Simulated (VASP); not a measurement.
# TiO2 in VASP: relaxation of the atoms with PBEsol

Aim: the relaxation of the atoms of TiO2 with PBEsol.

Everything below comes from runs of VASP 6.6.1. Logs are shortened: lines on timing, memory, paths and dates and some standing lists are left out, and cuts for length are marked.

## Step 1: The cell of the first run

The cell holds a slab with vacuum, 21 atoms: a = 3.771 Å, b = 3.771 Å, c = 30.129 Å, α = 90.00°, β = 90.00°, γ = 90.00°.

## Step 2: Relaxation of the atoms, PBEsol

INCAR reads:

```
SYSTEM = TiO2
ALGO     = Normal         ! electronic algorithm
DIPOL    = 0.5 0.5 0.500
EDIFF    = 1E-6           ! SCF threshold, eV
EDIFFG   = -0.02          ! ionic threshold
ENCUT    = 520            ! plane-wave cutoff, eV
GGA      = PS             ! functional
IBRION   = 2              ! ionic algorithm
IDIPOL   = 3            
ISIF     = 2              ! what is computed and relaxed
ISMEAR   = 0              ! smearing method
KPAR     = 4            
LASPH    = .True.         ! aspherical terms in the spheres
LCHARG   = .False.        ! write CHGCAR
LDIPOL   = .True.       
LREAL    = Auto         
LWAVE    = .False.        ! write WAVECAR
NELM     = 100            ! most SCF steps
NSW      = 80             ! ionic steps
PREC     = Accurate       ! precision mode
SIGMA    = 0.05           ! smearing width, eV
```

KPOINTS reads:

```
k-points
0
Gamma
  7 7 1
  0 0 0
```

POSCAR reads:

```
TiO2
1.0
    3.7706690482      0.0000000000      0.0000000000
    0.0000000000      3.7706690482      0.0000000000
    0.0000000000      0.0000000000     30.1286567224
O Ti
14 7
Direct
    0.0000000000      0.0000000000      0.2489324389
    0.5000000000      0.5000000000      0.2757890536
    0.5000000000      0.0000000000      0.3281455235
    0.0000000000      0.5000000000      0.3550021382
    0.5000000000      0.5000000000      0.4073586081
    0.0000000000      0.0000000000      0.4342152228
    0.0000000000      0.5000000000      0.4865716926
    0.5000000000      0.0000000000      0.5134283074
    0.0000000000      0.0000000000      0.5657847772
    0.5000000000      0.5000000000      0.5926413919
    0.5000000000      0.0000000000      0.6449978618
    0.0000000000      0.5000000000      0.6718544765
    0.5000000000      0.5000000000      0.7242109464
    0.0000000000      0.0000000000      0.7510675611
    0.5000000000      0.0000000000      0.2623607463
    0.5000000000      0.5000000000      0.3415738309
    0.0000000000      0.5000000000      0.4207869154
    0.0000000000      0.0000000000      0.5000000000
    0.5000000000      0.0000000000      0.5792130846
    0.5000000000      0.5000000000      0.6584261691
    0.0000000000      0.5000000000      0.7376392537
```

Potentials or basis: VASP PAW PBE potentials, release 64 (O, Ti_sv).

Started as:

```
$ cat potpaw_PBE.64/O/POTCAR potpaw_PBE.64/Ti_sv/POTCAR > POTCAR
$ mpirun -np 4 vasp_std > vasp.out
```

OUTCAR:

```text
SYSTEM = TiO2
   EDIFF = 1E-6
   EDIFFG = -0.02
   ENCUT = 520
   GGA = PS
   IBRION = 2
   ISIF = 2
   ISMEAR = 0
   LASPH = .True.
   LREAL = Auto
   NELM = 100
   NSW = 80
   PREC = Accurate

 ion  position               nearest neighbor table
   1  0.000  0.000  0.249-  15 1.93  15 1.93
   2  0.500  0.500  0.276-  15 1.93  15 1.93  16 1.98
   3  0.500  0.000  0.328-  16 1.93  16 1.93  15 1.98
   4  0.000  0.500  0.355-  16 1.93  16 1.93  17 1.98
   5  0.500  0.500  0.407-  17 1.93  17 1.93  16 1.98
   6  0.000  0.000  0.434-  17 1.93  17 1.93  18 1.98
   7  0.000  0.500  0.487-  18 1.93  18 1.93  17 1.98
   8  0.500  0.000  0.513-  18 1.93  18 1.93  19 1.98
   9  0.000  0.000  0.566-  19 1.93  19 1.93  18 1.98
  10  0.500  0.500  0.593-  19 1.93  19 1.93  20 1.98
  11  0.500  0.000  0.645-  20 1.93  20 1.93  19 1.98
  12  0.000  0.500  0.672-  20 1.93  20 1.93  21 1.98
  13  0.500  0.500  0.724-  21 1.93  21 1.93  20 1.98
  14  0.000  0.000  0.751-  21 1.93  21 1.93
  15  0.500  0.000  0.262-   2 1.93   2 1.93   1 1.93   1 1.93   3 1.98
  16  0.500  0.500  0.342-   4 1.93   4 1.93   3 1.93   3 1.93   5 1.98   2 1.98
  17  0.000  0.500  0.421-   5 1.93   5 1.93   6 1.93   6 1.93   4 1.98   7 1.98
  18  0.000  0.000  0.500-   7 1.93   8 1.93   7 1.93   8 1.93   6 1.98   9 1.98
  19  0.500  0.000  0.579-  10 1.93  10 1.93   9 1.93   9 1.93   8 1.98  11 1.98
  20  0.500  0.500  0.658-  11 1.93  11 1.93  12 1.93  12 1.93  10 1.98  13 1.98
  21  0.000  0.500  0.738-  13 1.93  13 1.93  14 1.93  14 1.93  12 1.98

  LATTYP: Found a simple tetragonal cell.
 ALAT       =     3.7706690482
 C/A-ratio  =     7.9902681294

  Lattice vectors:

 A1 = (   3.7706690482,   0.0000000000,   0.0000000000)
 A2 = (   0.0000000000,   3.7706690482,   0.0000000000)
 A3 = (   0.0000000000,   0.0000000000,  30.1286567224)

Analysis of symmetry for initial positions (statically):
=====================================================================
 Subroutine PRICEL returns:
 Original cell was already a primitive cell.

 Routine SETGRP: Setting up the symmetry group for a
 simple tetragonal supercell.

 Subroutine GETGRP returns: Found  8 space group operations
 (whereof  8 operations were pure point group operations)
 out of a pool of 16 trial point group operations.

The static configuration has the point symmetry D_2d.

Analysis of symmetry for dynamics (positions and initial velocities):
=====================================================================
 Subroutine PRICEL returns:
[... 184 lines left out ...]

  FORCE on cell =-STRESS in cart. coord.  units (eV):
  Direction    XX          YY          ZZ          XY          YZ          ZX
  --------------------------------------------------------------------------------------
  -------------------------------------------------------------------------------------
  Total       -6.5746173     -6.5746173     -2.3132911      0.0000000     -0.0000000     -0.0000000
  in kB      -24.5903359    -24.5903359     -8.6521546      0.0000000     -0.0000000     -0.0000000
  external PRESSURE =     -19.2776088 kB  Pullay stress =       0.0000000 kB
[... 146 lines left out ...]
  FREE ENERGIE OF THE ION-ELECTRON SYSTEM (eV)
  ---------------------------------------------------
  free  energy   TOTEN  =      -194.6784018079 eV

  energy  without entropy=     -194.6784018079  energy(sigma->0) =     -194.67840181

[... ionic steps 4 to 8 ...]

--------------------------------------- Ionic step        9  -------------------------------------------

 number of electron     167.9999927 magnetization

------------------------ aborting loop because EDIFF is reached ----------------------------------------
[... 50 lines left out ...]
--------------------------------------- Ionic step       10  -------------------------------------------

 number of electron     167.9999927 magnetization

 dipolmoment           0.000000      0.000000     -0.000000 electrons x Angstroem

------------------------ aborting loop because EDIFF is reached ----------------------------------------

  FORCE on cell =-STRESS in cart. coord.  units (eV):
  Direction    XX          YY          ZZ          XY          YZ          ZX
  --------------------------------------------------------------------------------------
  -------------------------------------------------------------------------------------
  Total       -6.3725899     -6.3725899      0.3532223      0.0000000      0.0000000      0.0000000
  in kB      -23.8347144    -23.8347144      1.3211195      0.0000000      0.0000000      0.0000000
  external PRESSURE =     -15.4494364 kB  Pullay stress =       0.0000000 kB
[... 42 lines left out ...]
--------------------------------------- Ionic step       11  -------------------------------------------

 number of electron     167.9999927 magnetization

 dipolmoment           0.000000      0.000000      0.000000 electrons x Angstroem

 Free energy of the ion-electron system (eV)
  ---------------------------------------------------
  ext. energy  EPLUGINS =         0.00000000
  ---------------------------------------------------
  free energy    TOTEN  =      -194.68636167 eV

  energy without entropy =     -194.68636167  energy(sigma->0) =     -194.68636167

 E-fermi :  -0.3320     XC(G=0):  -6.5473

 val. band max:       -0.6162789083   @ k =   0.4286   0.4286   0.0000
 cond. band min:       0.7944113910   @ k =   0.0000   0.0000   0.0000
 fundamental gap:      1.4106902993
 Fermi energy:        -0.3320260564

 k-point     1 :       0.0000    0.0000    0.0000
  band No.  band energies     occupation
      1     -57.4319      2.00000
      2     -57.4260      2.00000
      3     -57.4109      2.00000
      4     -57.3922      2.00000
      5     -57.3764      2.00000
      6     -57.1005      2.00000
[... 979 lines left out ...]
     95       2.4222      0.00000
     96       2.4722      0.00000
 [bands above 96 left out]

------------------------ aborting loop because EDIFF is reached ----------------------------------------

 vacuum level on the upper side and lower side of the slab       (xc-potential included)        -0.135        -0.135

  FORCE on cell =-STRESS in cart. coord.  units (eV):
  Direction    XX          YY          ZZ          XY          YZ          ZX
  --------------------------------------------------------------------------------------
  -------------------------------------------------------------------------------------
  Total       -6.3944761     -6.3944761      0.3177722      0.0000000      0.0000000      0.0000000
  in kB      -23.9165731    -23.9165731      1.1885292      0.0000000      0.0000000      0.0000000
  external PRESSURE =     -15.5482057 kB  Pullay stress =       0.0000000 kB
[... 36 lines left out ...]
  FREE ENERGIE OF THE ION-ELECTRON SYSTEM (eV)
  ---------------------------------------------------
  free  energy   TOTEN  =      -194.6863616701 eV

  energy  without entropy=     -194.6863616701  energy(sigma->0) =     -194.68636167

 reached required accuracy - stopping structural energy minimisation

 vacuum level on the upper side and lower side of the slab         5.523         5.523
```

CONTCAR:

```text
TiO2
   1.00000000000000
     3.7706690481999998    0.0000000000000000    0.0000000000000000
     0.0000000000000000    3.7706690481999998    0.0000000000000000
     0.0000000000000000    0.0000000000000000   30.1286567223999988
  O               Ti
    14     7
Direct
     0.0000000000000000    0.0000000000000000    0.2479813181417486
     0.5000000000000000    0.5000000000000000    0.2761457734874403
     0.5000000000000000    1.0000000000000000    0.3277187310668715
     0.0000000000000000    0.5000000000000000    0.3549359714954602
     0.5000000000000000    0.5000000000000000    0.4071133033414697
     0.0000000000000000    1.0000000000000000    0.4341376302558976
[... 13 lines left out ...]
     0.5000000000000000    0.5000000000000000    0.6588547167659505
     0.0000000000000000    0.5000000000000000    0.7359683817659569

  0.00000000E+00  0.00000000E+00  0.00000000E+00
  0.00000000E+00  0.00000000E+00  0.00000000E+00
  0.00000000E+00  0.00000000E+00  0.00000000E+00
  0.00000000E+00  0.00000000E+00  0.00000000E+00
  0.00000000E+00  0.00000000E+00  0.00000000E+00
  0.00000000E+00  0.00000000E+00  0.00000000E+00
[... 13 lines left out ...]
  0.00000000E+00  0.00000000E+00  0.00000000E+00
  0.00000000E+00  0.00000000E+00  0.00000000E+00
```

Wall time 18 min (4 MPI ranks of Intel Xeon Platinum 8488C (Sapphire Rapids), shared host); peak memory 0.63 GiB.

Results:

| Item | Value |
| --- | --- |
| Free energy | -194.6864 eV |
| Energy gained by relaxing | 4.6 meV/atom |
| Ionic steps | 11 |
| Largest force after relaxing | 0.011 eV/Å |
| Band gap on the k mesh | 1.41 eV (least direct gap 1.75 eV) |

Forces in eV/Å, atoms in the order of the input:
```
O    0.000  0.000 -0.008
O    0.000  0.000 -0.001
O    0.000  0.000  0.003
O    0.000  0.000  0.001
O    0.000  0.000  0.006
O    0.000  0.000 -0.009
O    0.000  0.000 -0.011
O    0.000  0.000  0.011
O    0.000  0.000  0.009
O    0.000  0.000 -0.006
O    0.000  0.000 -0.001
O    0.000  0.000 -0.003
O    0.000  0.000  0.001
O    0.000  0.000  0.008
Ti   0.000  0.000 -0.004
Ti   0.000  0.000 -0.005
Ti   0.000  0.000  0.006
Ti   0.000  0.000  0.000
Ti   0.000  0.000 -0.006
Ti   0.000  0.000  0.005
Ti   0.000  0.000  0.004
```

Step by step:
```csv
step,energy change (eV),largest force (eV/Å),pressure (GPa)
1,0.0000,1.4193,-1.93
2,-0.0630,0.8406,-1.35
3,-0.0892,0.2640,-1.58
4,-0.0893,0.2645,-1.57
5,-0.0949,0.2087,-1.53
6,-0.0953,0.0961,-1.53
7,-0.0968,0.0718,-1.54
8,-0.0968,0.0838,-1.54
9,-0.0971,0.0351,-1.55
10,-0.0971,0.0276,-1.54
11,-0.0972,0.0112,-1.55
```

Final structure:
```
O Ti
1.0
     3.77067    0.00000    0.00000
     0.00000    3.77067    0.00000
     0.00000    0.00000   30.12866
O Ti
14 7
Direct
  0.00000 0.00000 0.24798
  0.50000 0.50000 0.27615
  0.50000 0.00000 0.32772
  0.00000 0.50000 0.35494
  0.50000 0.50000 0.40711
  0.00000 0.00000 0.43414
  0.00000 0.50000 0.48660
  0.50000 0.00000 0.51340
  0.00000 0.00000 0.56586
  0.50000 0.50000 0.59289
  0.50000 0.00000 0.64506
  0.00000 0.50000 0.67228
  0.50000 0.50000 0.72385
  0.00000 0.00000 0.75202
  0.50000 0.00000 0.26403
  0.50000 0.50000 0.34115
  0.00000 0.50000 0.42069
  0.00000 0.00000 0.50000
  0.50000 0.00000 0.57931
  0.50000 0.50000 0.65885
  0.00000 0.50000 0.73597
```

Caveat: the PAW data sets were made with another functional, which shifts forces and pressure a little.
